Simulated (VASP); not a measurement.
Write the native input for VASP 6.6.1 that does the following.

| Item | Value |
| --- | --- |
| Task | electric field gradients |
| Functional | PBE |
| Potentials or basis | VASP PAW PBE potentials, release 64 (Pb_d, S) |
| Cutoff | 520 eV |
| k mesh | 8 × 8 × 8 |
| Occupations | fermi-dirac, width 0.01 eV |
| Spin | no spin polarisation |
| Dipole correction | no |
| Further INCAR settings | ALGO = Normal; EDIFF = 1e-08; NBANDS = 17 |

The structure of PbS lies in POSCAR:

```
PbS
1.0
    0.0000000000      2.9650000000      3.0539500000
    2.9650000000      0.0000000000      3.0539500000
    2.9650000000      2.9650000000      0.0000000000
Pb S
1 1
Direct
    0.0000000000      0.0000000000      0.0000000000
    0.5000000000      0.5000000000      0.5000000000
```

This cell differs from its parent crystal: zz strain of +3 %.

One way to write it, as run:

INCAR

```
PREC     = Accurate       # precision mode
ENCUT    = 520            # plane-wave cutoff, eV
EDIFF    = 1E-8           # SCF threshold, eV
ISMEAR   = -1             # smearing method
SIGMA    = 0.01           # smearing width, eV
LREAL    = False          # projectors in reciprocal space
LASPH    = True           # aspherical terms in the spheres
NELM     = 60             # most SCF steps
ALGO     = Normal         # electronic algorithm
ISIF     = 2              # what is computed and relaxed
LWAVE    = False          # write WAVECAR
LCHARG   = False          # write CHGCAR
GGA      = PE             # functional
LEFG     = True         
NBANDS   = 17             # bands
```

KPOINTS

```
regular mesh
0
Gamma
  8 8 8
```

Potentials or basis: VASP PAW PBE potentials, release 64 (Pb_d, S).

Launch:

```sh
$ cat potpaw_PBE.64/Pb_d/POTCAR potpaw_PBE.64/S/POTCAR > POTCAR
$ mpirun -np 1 vasp_std > vasp.out
```

Results of the run:

```yaml
Pressure: 0.6 GPa
Band_gap_on_the_k_mesh: 0.45 eV, direct
```

Caveat: the cell differs from its parent crystal (zz strain of +3 %); without QUAD_EFG the Cq values of the log hold for a quadrupole moment of 1 mb, not for the nuclei; spin-orbit coupling is left out, which moves the levels of the heavy elements.

Wall time 28 s on 1 thread of Intel(R) Xeon(R) 6975P-C (Granite Rapids), on a shared host, peak memory 0.2 GiB.
